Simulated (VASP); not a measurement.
## Al3B2As: single point with PBE

Al3B2As:

```
CELL_PARAMETERS angstrom
6.13688 0.00000 0.00000
-3.06844 5.31469 0.00000
0.00000 0.00000 2.64690
ATOMIC_POSITIONS crystal
Al 0.50000 0.00000 0.50000
Al 0.00000 0.50000 0.50000
Al 0.50000 0.50000 0.50000
B 0.33333 0.66667 0.00000
B 0.66667 0.33333 0.00000
As 0.00000 0.00000 0.00000
```

The cell was generated, and may not be a known phase.

```
Program                : VASP 6.6.1
Task                   : single point
Functional             : PBE
Potentials or basis    : VASP PAW PBE potentials, release 64 (Al, B, As)
Cutoff                 : 520 eV
k mesh                 : 6 × 6 × 14
Occupations            : gaussian, width 0.1 eV
Spin                   : no spin polarisation
Dipole correction      : no
Further INCAR settings : ALGO = Normal; EDIFF = 1e-06; NBANDS = 19
```

```
Pressure               : 0.0 GPa
Band gap on the k mesh : zero (bands 10 and 11 overlap by 3.77 eV)
```

Stress tensor (GPa, compression positive):
```
-0.05  0.00  0.00
 0.00 -0.05  0.00
 0.00  0.00  0.04
```

Levels at points of the mesh, in eV from the Fermi level:
| k point | band 8 | band 9 | band 10 | band 11 | band 12 | band 13 |
| --- | --- | --- | --- | --- | --- | --- |
| (0.00, 0.00, 0.00) | -0.60 | -0.60 | 2.32 | 3.67 | 4.27 | 4.98 |
| (0.50, 0.00, 0.00) | -2.70 | -1.96 | 0.32 | 3.02 | 3.18 | 3.89 |
| (0.00, 0.00, 0.50) | -3.48 | -1.46 | -1.46 | 0.26 | 0.26 | 0.76 |
| (0.50, 0.00, 0.50) | -1.73 | -0.74 | -0.60 | 0.41 | 0.75 | 1.23 |

Run time: 110 s on 1 thread of Intel Xeon 8259CL, with other jobs on the host, peak memory 0.26 GiB.
